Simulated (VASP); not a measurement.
Input of a VASP 6.6.1 run:

Contents of INCAR:

```
SYSTEM = LiF
AGGAC = 1.0
AGGAX = 1.0
ALDAC = 0.0
ALDAX = 1.0
ALGO = Normal
EDIFF = 1E-6
ENCUT = 750
GGA = B5
GGA_COMPAT = .False.
ISIF = 2
ISMEAR = 0
LASPH = .True.
LCHARG = .False.
LREAL = .False.
LWAVE = .False.
NBANDS = 12
NELM = 120
PREC = Accurate
SIGMA = 0.1
```

Contents of KPOINTS:

```
k-points
0
Gamma
  10 10 10
  0 0 0
```

The input POSCAR:

```
LiF
1.0
    0.0000000000      2.0417135738      2.0417135738
    2.0417135738      0.0000000000      2.0417135738
    2.0417135738      2.0417135738      0.0000000000
Li F
1 1
Direct
    0.0000000000      0.0000000000      0.0000000000
    0.5000000000      0.5000000000      0.5000000000
```

Potentials or basis: VASP PAW PBE potentials, release 64 (Li_sv, F).

Run with:

```console
$ cat potpaw_PBE.64/Li_sv/POTCAR potpaw_PBE.64/F/POTCAR > POTCAR
$ mpirun -np 1 vasp_std > vasp.out
```

Q: What does it give for the pressure?

A: -0.4 GPa.

Q: Estimate the band gap on the k mesh.

A: 8.91 eV, direct.

Caveat: the PAW data sets were made with another functional, which shifts forces and pressure a little. A k mesh can miss the band edges.
